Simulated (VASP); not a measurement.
# Ge8N (a cell with a defect) in VASP: notebook

Ge8N (a cell with a defect) is run at these levels: LDA; tasks: single point.

Everything below comes from runs of VASP 6.6.1. Logs are shortened: lines on timing, memory, paths and dates and some standing lists are left out, and cuts for length are marked.

## 1. The cell of the first run

The cell holds a defect, 9 atoms: a = 5.621 Å, b = 5.621 Å, c = 5.621 Å, α = 90.00°, β = 90.00°, γ = 90.00°.

## 2. Single point, LDA

INCAR

```
SYSTEM = Ge8N
PREC = Accurate ; ENCUT = 520
EDIFF = 1E-7 ; ISMEAR = 0
SIGMA = 0.15 ; LREAL = .FALSE.
LASPH = .TRUE. ; NELM = 80
ALGO = Fast ; ISIF = 2
LWAVE = .FALSE. ; LCHARG = .FALSE.
NBANDS = 68
```

KPOINTS

```
regular mesh
0
G
  6 6 6
  0 0 0
```

POSCAR

```
Ge8N
1.0
    5.6214248924      0.0000000000      0.0000000000
    0.0000000000     -5.6214248924      0.0000000000
    0.0000000000      0.0000000000     -5.6214248924
Ge N
8 1
Direct
    0.5000000000      0.0000000000      0.0000000000
    0.0000000000      0.5000000000      0.0000000000
    0.0000000000      0.0000000000      0.5000000000
    0.5000000000      0.5000000000      0.5000000000
    0.7500000000      0.7500000000      0.7500000000
    0.2500000000      0.2500000000      0.7500000000
    0.2500000000      0.7500000000      0.2500000000
    0.7500000000      0.2500000000      0.2500000000
    0.8333333333      0.5000000000      0.7500000000
```

Potentials or basis: VASP PAW LDA potentials, release 64 (Ge_d, N).

On the command line:

```sh
> cat potpaw_LDA.64/Ge_d/POTCAR potpaw_LDA.64/N/POTCAR > POTCAR
> mpirun -np 1 vasp_std > vasp.out
```

OUTCAR:

```text
SYSTEM = Ge8N
   PREC = Accurate
   ENCUT = 520
   EDIFF = 1E-7
   ISMEAR = 0
   LREAL = .FALSE.
   LASPH = .TRUE.
   NELM = 80
   ISIF = 2

 ion  position               nearest neighbor table
   1  0.500  0.000  0.000-   5 2.43   6 2.43   7 2.43   8 2.43
   2  0.000  0.500  0.000-   9 1.69   6 2.43   7 2.43   8 2.43   5 2.43
   3  0.000  0.000  0.500-   5 2.43   6 2.43   7 2.43   8 2.43
   4  0.500  0.500  0.500-   9 2.34   6 2.43   7 2.43   8 2.43   5 2.43
   5  0.750  0.750  0.750-   9 1.48   2 2.43   3 2.43   4 2.43   1 2.43
   6  0.250  0.250  0.750-   1 2.43   2 2.43   3 2.43   4 2.43
   7  0.250  0.750  0.250-   1 2.43   2 2.43   3 2.43   4 2.43
   8  0.750  0.250  0.250-   1 2.43   2 2.43   3 2.43   4 2.43
   9  0.833  0.500  0.750-   5 1.48   2 1.69   4 2.34

  LATTYP: Found a simple cubic cell.
 ALAT       =     5.6214248924

  Lattice vectors:

 A1 = (   5.6214248924,   0.0000000000,   0.0000000000)
 A2 = (   0.0000000000,  -5.6214248924,   0.0000000000)
 A3 = (   0.0000000000,   0.0000000000,  -5.6214248924)

Analysis of symmetry for initial positions (statically):
=====================================================================
 Subroutine PRICEL returns:
 Original cell was already a primitive cell.

 Routine SETGRP: Setting up the symmetry group for a
 simple cubic supercell.

 Subroutine GETGRP returns: Found  1 space group operations
 (whereof  1 operations were pure point group operations)
 out of a pool of 48 trial point group operations.

The static configuration has the point symmetry C_1 .

Analysis of symmetry for dynamics (positions and initial velocities):
=====================================================================
 Subroutine PRICEL returns:
 Original cell was already a primitive cell.

 Routine SETGRP: Setting up the symmetry group for a
 simple cubic supercell.

 Subroutine GETGRP returns: Found  1 space group operations
 (whereof  1 operations were pure point group operations)
 out of a pool of 48 trial point group operations.

The dynamic configuration has the point symmetry C_1 .

 Subroutine INISYM returns: Found  1 space group operations
 (whereof  1 operations are pure point group operations),
 and found     1 'primitive' translations

----------------------------------------------------------------------------------------

                                     Primitive cell

  volume of cell :     177.6394

  direct lattice vectors                    reciprocal lattice vectors
     5.621424892  0.000000000  0.000000000     0.177890841  0.000000000  0.000000000
     0.000000000 -5.621424892  0.000000000     0.000000000 -0.177890841  0.000000000
     0.000000000  0.000000000 -5.621424892     0.000000000  0.000000000 -0.177890841

  length of vectors
     5.621424892  5.621424892  5.621424892     0.177890841  0.177890841  0.177890841

  position of ions in fractional coordinates (direct lattice)
     0.500000000  0.000000000  0.000000000
     0.000000000  0.500000000  0.000000000
     0.000000000  0.000000000  0.500000000
     0.500000000  0.500000000  0.500000000
     0.750000000  0.750000000  0.750000000
     0.250000000  0.250000000  0.750000000
     0.250000000  0.750000000  0.250000000
     0.750000000  0.250000000  0.250000000
     0.833333333  0.500000000  0.750000000

  ion indices of the primitive-cell ions
   primitive index   ion index
                 1           1
                 2           2
                 3           3
                 4           4
                 5           5
                 6           6
                 7           7
                 8           8
                 9           9

----------------------------------------------------------------------------------------

 KPOINTS: regular mesh

Automatic generation of k-mesh.
 Grid dimensions read from file:
 generate k-points for:    6    6    6

 Generating k-lattice:

  Cartesian coordinates                     Fractional coordinates (reciprocal lattice)
     0.029648473  0.000000000  0.000000000     0.166666667  0.000000000  0.000000000
     0.000000000 -0.029648473  0.000000000     0.000000000  0.166666667  0.000000000
     0.000000000  0.000000000 -0.029648473     0.000000000  0.000000000  0.166666667

  Length of vectors
     0.029648473  0.029648473  0.029648473

  Shift w.r.t. Gamma in fractional coordinates (k-lattice)
     0.000000000  0.000000000  0.000000000

 Subroutine IBZKPT returns following result:
 ===========================================

 Found    112 irreducible k-points:

 Following reciprocal coordinates:
            Coordinates               Weight
  0.000000  0.000000  0.000000      1.000000
  0.166667  0.000000  0.000000      2.000000
  0.000000  0.166667  0.000000      2.000000
  0.000000  0.000000  0.166667      2.000000
  0.333333  0.000000  0.000000      2.000000
  0.000000  0.333333  0.000000      2.000000
[... 16 lines left out ...]
  0.000000 -0.333333  0.166667      2.000000
 -0.166667  0.000000  0.333333      2.000000
 [... further k-points ...]
   k-points           NKPTS =    112   k-points in BZ     NKDIM =    112   number of bands    NBANDS=     68
   number of dos      NEDOS =    301   number of ions     NIONS =      9
   total plane-waves  NPLWV =  74088
   dimension x,y,z NGX =    42 NGY =   42 NGZ =   42
   dimension x,y,z NGXF=    84 NGYF=   84 NGZF=   84
   ions per type =               8   1
   NGX,Y,Z   is equivalent  to a cutoff of  12.42, 12.42, 12.42 a.u.
   NGXF,Y,Z  is equivalent  to a cutoff of  24.84, 24.84, 24.84 a.u.
 SYSTEM =  Ge8N
   PREC   = accura    normal or accurate (medium, high low for compatibility)
   ISTART =      0    job   : 0-new  1-cont  2-samecut
   ICHARG =      2    charge: 1-file 2-atom 10-const
   ISPIN  =      1    spin polarized calculation?
   LNONCOLLINEAR =      F non collinear calculations
   LSORBIT =      F    spin-orbit coupling
   LASPH  =      T    aspherical Exc in radial PAW
   ENCUT  =  520.0 eV  38.22 Ry    6.18 a.u.  10.45 10.45 10.45*2*pi/ulx,y,z
   NELM   =     80;   NELMIN=  2; NELMDL= -5     # of ELM steps
   EDIFF  = 0.1E-06   stopping-criterion for ELM
   LREAL  =      F    real-space projection
   EDIFFG = 0.1E-05   stopping-criterion for IOM
   NSW    =      0    number of steps for IOM
   IBRION =     -1    ionic relax: 0-MD 1-quasi-New 2-CG
   NFREE  =      0    steps in history (QN), initial steepest desc. (CG)
   ISIF   =      2    stress and relaxation
   ISYM   =      2    0-nonsym 1-usesym 2-fastsym
   POTIM  = 0.5000    time-step for ionic-motion
   TEBEG  =    0.0;   TEEND  =   0.0 temperature during run
   PSTRESS=    0.0 pullay stress
   NELECT =     117.0000    total number of electrons
   NUPDOWN=      -1.0000    fix difference up-down
   EMIN   =  10.00;   EMAX   =-10.00  energy-range for DOS
   EFERMI =   0.00;   METHOD = LEGACY
   ISMEAR =     0;   SIGMA  =   0.15  broadening in eV -4-tet -1-fermi 0-gaus
   EFERMI_NEDOS =   21; number of points for ismear=-14 and -15
   IALGO  =     68    algorithm
   IMIX   =      4    mixing-type and parameters
     AMIX     =   0.40;   BMIX     =  1.00
     AMIX_MAG =   1.60;   BMIX_MAG =  1.00
  volume/ion in A,a.u.               =      19.74       133.20
  Fermi-wavevector in a.u.,A,eV,Ry     =   1.424373  2.691675 27.604019  2.028838
  Thomas-Fermi vector in A             =   2.544871
   LORBIT       =      0    0 simple, 1 ext, 2 COOP (PROOUT), +10 PAW based schemes
   GGA     = CA    functional components
   LHFCALC =     F    Hartree Fock is set to
   AEXX    =    0.0000 exact exchange contribution
   IVDW    =     0    specifies the selected vdW correction
   LEPSILON=     F    determine dielectric tensor
   LRPA    =     F    only Hartree local field effects (RPA)
 non-spin polarized calculation
 RMM-DIIS sequential band-by-band and
 Gauss-broadening in eV      SIGMA  =   0.15
  energy-cutoff  :      520.00
  volume of cell :      177.64
 maximum number of plane-waves:      4801
 NGX is ok and might be reduce to    42
   NGX = 21   NGY = 21   NGZ = 21

 number of electron     116.9999770 magnetization

 Free energy of the ion-electron system (eV)
  ---------------------------------------------------
  ext. energy  EPLUGINS =         0.00000000
  ---------------------------------------------------
  free energy    TOTEN  =       -44.68623391 eV

  energy without entropy =      -44.64589794  energy(sigma->0) =      -44.66606592

 E-fermi :   4.8631     XC(G=0): -10.6276

 val. band max:        4.8564500807   @ k =  -0.3333  -0.3333   0.3333
 cond. band min:       4.8633515549   @ k =   0.1667   0.1667   0.0000
 fundamental gap:      0.0069014742
 Fermi energy:         4.8631014721

 k-point     1 :       0.0000    0.0000    0.0000
  band No.  band energies     occupation
      1     -20.8180      2.00000
      2     -20.2057      2.00000
      3     -20.0760      2.00000
      4     -20.0442      2.00000
      5     -20.0322      2.00000
      6     -19.9959      2.00000
[... 60 lines left out ...]
     67       8.2054      0.00000
     68       9.5459      0.00000

 k-point     2 :       0.1667    0.0000    0.0000
  band No.  band energies     occupation
      1     -20.8180      2.00000
      2     -20.2059      2.00000
      3     -20.0764      2.00000
      4     -20.0444      2.00000
      5     -20.0325      2.00000
      6     -19.9959      2.00000
[... 60 lines left out ...]
     67       8.3815      0.00000
     68       9.4300      0.00000

 k-point     3 :       0.0000    0.1667    0.0000
  band No.  band energies     occupation
      1     -20.8179      2.00000
      2     -20.2058      2.00000
      3     -20.0764      2.00000
      4     -20.0446      2.00000
      5     -20.0322      2.00000
      6     -19.9963      2.00000
[... 1480 lines left out ...]
     67       9.2815      0.00000
     68       9.5885      0.00000

 k-point    24 :      -0.1667    0.0000    0.3333
  band No.  band energies     occupation
      1     -20.8179      2.00000
      2     -20.2060      2.00000
      3     -20.0766      2.00000
      4     -20.0457      2.00000
      5     -20.0326      2.00000
      6     -19.9968      2.00000
[... 60 lines left out ...]
     67       9.2553      0.00000
     68       9.8986      0.00000

 [... further k-points ...]

------------------------ aborting loop because EDIFF is reached ----------------------------------------

  FORCE on cell =-STRESS in cart. coord.  units (eV):
  Direction    XX          YY          ZZ          XY          YZ          ZX
  --------------------------------------------------------------------------------------
  -------------------------------------------------------------------------------------
  Total       10.7862444     26.9563573     10.1084696     10.1796741     -3.5118759     -6.8680217
  in kB       97.2840408    243.1266408     91.1710079     91.8132204    -31.6745538    -61.9445360
  external PRESSURE =     143.8605632 kB  Pullay stress =       0.0000000 kB

 VOLUME and BASIS-vectors are now :
 -----------------------------------------------------------------------------
  energy-cutoff  :      520.00
  volume of cell :      177.64
      direct lattice vectors                 reciprocal lattice vectors
     5.621424892  0.000000000  0.000000000     0.177890841  0.000000000  0.000000000
     0.000000000 -5.621424892  0.000000000     0.000000000 -0.177890841  0.000000000
     0.000000000  0.000000000 -5.621424892     0.000000000  0.000000000 -0.177890841

 POSITION                                       TOTAL-FORCE (eV/Angst)
 -----------------------------------------------------------------------------------
      2.81071      0.00000      0.00000         0.004885     -0.169347     -0.077249
      0.00000     -2.81071      0.00000         3.227331      2.364892     -4.500950
      0.00000      0.00000     -2.81071        -0.108405     -0.609761      0.163926
      2.81071     -2.81071     -2.81071        -0.883771      0.529504      0.656864
      4.21607     -4.21607     -4.21607        -6.160418    -17.013070      1.711640
      1.40536     -1.40536     -4.21607         0.667492      0.381591     -0.075445
      1.40536     -4.21607     -1.40536        -0.145633     -0.352009      0.099022
      4.21607     -1.40536     -1.40536         0.215581      0.131481     -0.442593
      4.68452     -2.81071     -4.21607         3.182938     14.736719      2.464784
 -----------------------------------------------------------------------------------
    total drift:                               -0.000001      0.000694      0.000113

  FREE ENERGIE OF THE ION-ELECTRON SYSTEM (eV)
  ---------------------------------------------------
  free  energy   TOTEN  =       -44.6862339073 eV

  energy  without entropy=      -44.6458979405  energy(sigma->0) =      -44.66606592
```

Run time: 36 min. Hardware: 1 thread of Oxide Virtual Turin-like, shared host; peak memory 0.83 GiB.

What came out:

- Free energy: -44.6862 eV
- Pressure: 14.4 GPa
- Largest force: 18.175 eV/Å
- Band gap on the k mesh: zero (an odd number of electrons rules out a gap without spin polarisation)

Forces on the atoms (eV/Å):
```
Ge    0.005  -0.169  -0.077
Ge    3.227   2.365  -4.501
Ge   -0.108  -0.610   0.164
Ge   -0.884   0.530   0.657
Ge   -6.160 -17.013   1.712
Ge    0.667   0.382  -0.075
Ge   -0.146  -0.352   0.099
Ge    0.216   0.131  -0.443
N     3.183  14.737   2.465
```

Stress tensor (GPa, compression positive):
```
 9.73  9.18 -6.19
 9.18 24.31 -3.17
-6.19 -3.17  9.12
```

## 3. Single point, LDA

INCAR

```
SYSTEM = Ge8N
ALGO = Fast ; EDIFF = 1E-6
ENCUT = 520 ; GGA = CA
ISIF = 2 ; ISMEAR = 0
LASPH = .TRUE. ; LCHARG = .TRUE.
LELF = .TRUE. ; LREAL = .FALSE.
LVHAR = .TRUE. ; LWAVE = .FALSE.
NBANDS = 68 ; NELM = 80
PREC = Accurate ; SIGMA = 0.15
```

KPOINTS

```
k-points
0
G
  6 6 6
  0 0 0
```

POSCAR: that of step 2 with these lines changed.

```diff
@@ -16,2 +16,2 @@
     0.7500000000      0.2500000000      0.2500000000
-    0.8333333333      0.5000000000      0.7500000000
+    1.0833333333      0.5416666667      0.7083333333
```

Potentials or basis: VASP PAW LDA potentials, release 64 (Ge_d, N).

On the command line:

```sh
> cat potpaw_LDA.64/Ge_d/POTCAR potpaw_LDA.64/N/POTCAR > POTCAR
> mpirun -np 1 vasp_std > vasp.out
```

Wall time 45 min (1 thread of Oxide Virtual Turin-like, shared host); peak memory 0.84 GiB.

Results (log left out):

```yaml
Free_energy: -46.8766 eV
Pressure: 5.8 GPa
Largest_force: 4.772 eV/Å
Band_gap_on_the_k_mesh: zero (an odd number of electrons rules out a gap without spin polarisation)
```

Forces in eV/Å, atoms in the order of the input:
```
Ge  -0.043 -0.040 -0.535
Ge  -0.938 -0.644 -4.635
Ge   0.196  0.219  0.036
Ge   0.303 -0.244  0.184
Ge  -0.423 -0.158  0.923
Ge   0.444  1.243  1.587
Ge  -0.132  0.011 -0.328
Ge  -0.052  0.197 -0.021
N    0.646 -0.583  2.788
```

Stress tensor (GPa, compression positive):
```
4.41 2.01 2.40
2.01 4.46 0.64
2.40 0.64 8.59
```

Levels at points of the mesh, in eV from the Fermi level:
| k point | band 55 | band 56 | band 57 | band 58 | band 59 | band 60 | band 61 | band 62 | band 63 | band 64 |
| --- | --- | --- | --- | --- | --- | --- | --- | --- | --- | --- |
| (0.00, 0.00, 0.00) | -1.98 | -1.17 | -0.89 | 0.18 | 0.20 | 0.60 | 0.65 | 0.84 | 0.85 | 1.65 |
| (0.50, 0.00, 0.00) | -2.22 | -1.93 | -1.71 | -1.32 | -0.32 | 1.53 | 1.95 | 2.40 | 3.18 | 3.46 |
| (0.00, 0.50, 0.00) | -2.49 | -1.86 | -1.56 | -0.99 | -0.46 | 1.52 | 1.87 | 2.53 | 3.29 | 3.41 |
| (0.00, 0.00, 0.50) | -2.55 | -1.83 | -1.65 | -0.86 | -0.15 | 1.52 | 1.84 | 2.38 | 3.23 | 3.72 |
| (0.50, 0.50, 0.00) | -1.62 | -1.43 | -1.25 | -0.68 | -0.21 | 1.31 | 2.22 | 2.47 | 2.63 | 3.79 |
| (0.00, 0.50, 0.50) | -2.18 | -1.41 | -1.09 | -0.98 | 0.32 | 1.68 | 2.13 | 2.49 | 2.75 | 2.98 |
| (0.50, 0.00, 0.50) | -2.03 | -1.35 | -1.24 | -0.76 | 0.06 | 1.53 | 2.30 | 2.48 | 2.56 | 3.27 |
| (0.50, 0.50, 0.50) | -1.23 | -1.17 | -1.12 | -0.75 | -0.20 | 0.07 | 0.98 | 1.34 | 1.88 | 2.06 |
